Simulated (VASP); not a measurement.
Crystal: Si2Ni.

```
Ni Si
1.0
     0.00000    2.70300    2.70300
     2.70300    0.00000    2.70300
     2.70300    2.70300    0.00000
Ni Si
1 2
Direct
  0.00000 0.00000 0.00000
  0.75000 0.75000 0.75000
  0.25000 0.25000 0.25000
```

* Program: VASP 6.6.1
* Task: relaxation of cell and atoms
* Functional: revPBE
* Dispersion: D4
* Potentials or basis: VASP PAW PBE potentials, release 64 (Ni, Si)
* Cutoff: 600 eV
* k mesh: 9 × 9 × 9
* Occupations: fermi-dirac, width 0.05 eV
* Spin: collinear spin, ferromagnetic start
* Starting moments: [1.0, 0.0, 0.0] μB

At the start: pressure -4.5 GPa; volume 13.17 Å³/atom.

**Question.** How do energy, volume and symmetry change on relaxing?

**Answer.** Over 3 steps the energy falls by 5.4 meV/atom and the volume is 12.78 Å³/atom (-2.9 %); space group Fm-3m (No. 225, to 0.05 Å); moment 0.00 μB per cell.

The path:
```tsv
step	energy change (eV)	largest force (eV/Å)	pressure (GPa)	volume (Å³)
1	0.0000	0.0000	-4.48	39.50
2	-0.0049	0.0000	4.19	37.43
3	-0.0161	0.0000	-0.02	38.35
```

Final structure:
```yaml
crystal:
  lattice:
    - [0.00000, 2.67655, 2.67655]
    - [2.67655, 0.00000, 2.67655]
    - [2.67655, 2.67655, 0.00000]
  atoms:
    - { symbol: Ni, position: [0.00000, 0.00000, 0.00000] }
    - { symbol: Si, position: [0.75000, 0.75000, 0.75000] }
    - { symbol: Si, position: [0.25000, 0.25000, 0.25000] }
```

Caveat: the PAW data sets were made with another functional, which shifts forces and pressure a little; pairwise dispersion overbinds metals, which lowers pressure and volume.
